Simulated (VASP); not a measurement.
A run of VASP 6.6.1 is set up as follows.

File INCAR:

```
PREC = Accurate
ENCUT = 500
EDIFF = 1E-6
ISMEAR = 0
SIGMA = 0.1
LREAL = F
LASPH = T
NELM = 120
ALGO = Normal
ISIF = 2
LWAVE = F
LCHARG = T
GGA = PE
LELF = T
LVHAR = T
NBANDS = 13
GGA_COMPAT = F
```

File KPOINTS:

```
Automatic mesh
0
Gamma
  8 8 8
```

Contents of POSCAR:

```
W
1.0
   -1.5929348897      1.5929348897      1.5929348897
    1.5929348897     -1.5929348897      1.5929348897
    1.5929348897      1.5929348897     -1.5929348897
W
1
Direct
    0.0000000000      0.0000000000      0.0000000000
```

Potentials or basis: VASP PAW PBE potentials, release 64 (W_sv).

The run is started by

```sh
$ cat potpaw_PBE.64/W_sv/POTCAR > POTCAR
$ mpirun -np 1 vasp_std > vasp.out
```

(1) Predict the band gap on the k mesh.

(2) Estimate the pressure.

## Answers

(1) zero (band 7 reaches 16.19 eV, above the bottom of band 8 at 9.97 eV).

(2) 0.2 GPa.

Caveat: spin-orbit coupling is left out, which moves the levels of the heavy elements.
